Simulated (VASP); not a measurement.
# CO2 (Imma) in VASP: notebook, part 2 of 2

VASP 6.6.1.

**3. Single point, r2SCAN**

This run uses another cell than the first one, of 10.99 Å³/atom.

The input, POSCAR:

```
CO2
1.0
   -2.2003653744      4.0057252365      3.7398557058
    2.2003653744     -4.0057252365      3.7398557058
    2.2003653744      4.0057252365     -3.7398557058
C O
4 8
Direct
    0.9283695649      0.8435322032      0.0848373616
    0.7413051584      0.1564677968      0.5848373616
    0.0716304351      0.1564677968      0.9151626384
    0.2586948416      0.8435322032      0.4151626384
    0.1479982886      0.8979982886      0.2500000000
    0.8520017114      0.1020017114      0.7500000000
    0.7764597045      0.5000000000      0.7764597045
    0.2235402955      0.0000000000      0.7235402955
    0.2235402955      0.5000000000      0.2235402955
    0.7764597045      0.0000000000      0.2764597045
    0.0000000000      0.0000000000      0.0000000000
    0.5000000000      0.0000000000      0.5000000000
```

The input, INCAR.step1:

```
  PREC = Accurate
  ENCUT = 520
  ISMEAR = 0
  SIGMA = 0.1
  LREAL = False
  LASPH = True
  NELM = 100
  NBANDS = 44
  GGA = PE
  ALGO = Normal
  EDIFF = 1E-4
  LWAVE = True
  LCHARG = False
```

The input, INCAR.step2:

```
  PREC = Accurate
  ENCUT = 520
  EDIFF = 1E-7
  ISMEAR = 0
  SIGMA = 0.1
  LREAL = False
  LASPH = True
  NELM = 100
  ALGO = Normal
  ISIF = 2
  LWAVE = False
  LCHARG = False
  METAGGA = R2SCAN
  LMIXTAU = True
  NBANDS = 44
  ISTART = 1
```

The input, KPOINTS:

```
Automatic mesh
0
Gamma
  6 6 6
```

Potentials or basis: VASP PAW PBE potentials, release 64 (C, O).

On the command line:

```sh
$ cat potpaw_PBE.64/C/POTCAR potpaw_PBE.64/O/POTCAR > POTCAR
$ cp INCAR.step1 INCAR
$ mpirun -np 1 vasp_std > vasp.out
$ cp INCAR.step2 INCAR
$ mpirun -np 1 vasp_std > vasp.out
```

OUTCAR:

```text
PREC = Accurate
   ENCUT = 520
   EDIFF = 1E-7
   ISMEAR = 0
   LREAL = False
   LASPH = True
   NELM = 100
   ISIF = 2
   METAGGA = R2SCAN
   ISTART = 1

 ion  position               nearest neighbor table
   1  0.928  0.844  0.085-  11 1.35   5 1.38   7 1.39  10 1.39
   2  0.741  0.156  0.585-  12 1.35   6 1.38  10 1.39   7 1.39
   3  0.072  0.156  0.915-  11 1.35   6 1.38   9 1.39   8 1.39
   4  0.259  0.844  0.415-  12 1.35   5 1.38   9 1.39   8 1.39
   5  0.148  0.898  0.250-   1 1.38   4 1.38
   6  0.852  0.102  0.750-   3 1.38   2 1.38
   7  0.776  0.500  0.776-   2 1.39   1 1.39
   8  0.224  0.000  0.724-   4 1.39   3 1.39
   9  0.224  0.500  0.224-   4 1.39   3 1.39
  10  0.776  0.000  0.276-   2 1.39   1 1.39
  11  0.000  0.000  0.000-   1 1.35   3 1.35
  12  0.500  0.000  0.500-   2 1.35   4 1.35

  LATTYP: Found a body centered orthorhombic cell.
 ALAT       =     4.4007307488
 B/A-ratio  =     1.6996521347
 C/A-ratio  =     1.8204818541
[... 215 lines left out ...]
      3     -23.3281      2.00000
      4     -23.2689      2.00000
      5     -21.5861      2.00000
      6     -20.9150      2.00000
[... 1117 lines left out ...]
     43      10.9355      0.00000
     44      11.2072      0.00000

 [... further k-points ...]

------------------------ aborting loop because EDIFF is reached ----------------------------------------

  FORCE on cell =-STRESS in cart. coord.  units (eV):
  Direction    XX          YY          ZZ          XY          YZ          ZX
  --------------------------------------------------------------------------------------
  -------------------------------------------------------------------------------------
  Total        1.1403525      1.3067290      1.0463099      0.0000000      0.0000000      0.0000000
  in kB       13.8566709     15.8783476     12.7139385      0.0000000      0.0000000      0.0000000
  external PRESSURE =      14.1496523 kB  Pullay stress =       0.0000000 kB

 VOLUME and BASIS-vectors are now :
 -----------------------------------------------------------------------------
  energy-cutoff  :      520.00
  volume of cell :      131.85
      direct lattice vectors                 reciprocal lattice vectors
    -2.200365374  4.005725237  3.739855706     0.000000000  0.124821342  0.133694998
     2.200365374 -4.005725237  3.739855706     0.227234988  0.000000000  0.133694998
     2.200365374  4.005725237 -3.739855706     0.227234988  0.124821342  0.000000000

 POSITION                                       TOTAL-FORCE (eV/Angst)
 -----------------------------------------------------------------------------------
     -0.00000      0.67967      6.30938        -0.000000     -0.073689      0.067288
     -0.00000      4.68540      1.17033         0.000000     -0.073689     -0.067288
      2.20037      3.32605     -2.56952        -0.000000      0.073689     -0.067288
      2.20037     -0.67967      2.56952         0.000000      0.073689      0.067288
      2.20037     -2.00286      2.97691        -0.000000     -0.000000      0.027600
      0.00000      6.00859      0.76294        -0.000000     -0.000000     -0.027600
      1.10018      4.21771      1.86993        -0.000000     -0.054256      0.000000
      1.10018      3.79374     -1.86993        -0.000000      0.054256      0.000000
      1.10018     -0.21198      1.86993        -0.000000      0.054256      0.000000
     -1.10018      4.21771      1.86993        -0.000000     -0.054256      0.000000
      0.00000      0.00000      0.00000        -0.000000     -0.000000      0.000000
      0.00000      4.00573      0.00000        -0.000000     -0.000000      0.000000
 -----------------------------------------------------------------------------------
    total drift:                               -0.000001      0.000001      0.000000

  FREE ENERGIE OF THE ION-ELECTRON SYSTEM (eV)
  ---------------------------------------------------
  free  energy   TOTEN  =       -93.7616222527 eV

  energy  without entropy=      -93.7616222527  energy(sigma->0) =      -93.76162225
```

OUTCAR.step1:

```text
PREC = Accurate
   ENCUT = 520
   ISMEAR = 0
   LREAL = False
   LASPH = True
[... 1392 lines left out ...]
      1.10018     -0.21198      1.86993        -0.000000      0.271908      0.000000
     -1.10018      4.21771      1.86993         0.000000     -0.271908      0.000000
      0.00000      0.00000      0.00000        -0.000000      0.000000     -0.000000
      0.00000      4.00573      0.00000        -0.000000      0.000000     -0.000000
 -----------------------------------------------------------------------------------
    total drift:                               -0.000001      0.000001      0.000000

  FREE ENERGIE OF THE ION-ELECTRON SYSTEM (eV)
  ---------------------------------------------------
  free  energy   TOTEN  =       -82.5302292513 eV

  energy  without entropy=      -82.5302292513  energy(sigma->0) =      -82.53022925
```

OSZICAR.step1:

```text
N       E                     dE             d eps       ncg     rms          rms(c)
DAV:   1     0.425923389754E+03    0.42592E+03   -0.34881E+04  4048   0.138E+03
DAV:   2    -0.616914609073E+02   -0.48761E+03   -0.46753E+03  5288   0.335E+02
DAV:   3    -0.897050225832E+02   -0.28014E+02   -0.27788E+02  5080   0.832E+01
DAV:   4    -0.901169578264E+02   -0.41194E+00   -0.41056E+00  5152   0.109E+01
DAV:   5    -0.901271313298E+02   -0.10174E-01   -0.10159E-01  5000   0.162E+00    0.197E+01
DAV:   6    -0.825147426751E+02    0.76124E+01   -0.24427E+01  4776   0.260E+01    0.691E+00
DAV:   7    -0.825352094964E+02   -0.20467E-01   -0.17398E+00  4936   0.667E+00    0.378E+00
DAV:   8    -0.825337217192E+02    0.14878E-02   -0.14253E-01  4552   0.238E+00    0.767E-01
DAV:   9    -0.825298247288E+02    0.38970E-02   -0.39051E-02  4904   0.113E+00    0.221E-01
DAV:  10    -0.825302569691E+02   -0.43224E-03   -0.35941E-03  4652   0.339E-01    0.962E-02
DAV:  11    -0.825302292513E+02    0.27718E-04   -0.46310E-04  4856   0.125E-01
   1 F= -.82530229E+02 E0= -.82530229E+02  d E =-.463061E-11
```

Wall time 19 min (1 thread of AMD EPYC 9R45 (Zen 5), shared host); peak memory 0.43 GiB.

What came out:

```
Free energy            : -93.7616 eV
Pressure               : 1.4 GPa
Largest force          : 0.100 eV/Å
Band gap on the k mesh : 4.90 eV (least direct gap 4.91 eV)
```

Forces in eV/Å, atoms in the order of the input:
```
C    0.000 -0.074  0.067
C    0.000 -0.074 -0.067
C    0.000  0.074 -0.067
C    0.000  0.074  0.067
O    0.000  0.000  0.028
O    0.000  0.000 -0.028
O    0.000 -0.054  0.000
O    0.000  0.054  0.000
O    0.000  0.054  0.000
O    0.000 -0.054  0.000
O    0.000  0.000  0.000
O    0.000  0.000  0.000
```

Caveat: the PAW data sets were made with another functional, which shifts forces and pressure a little.
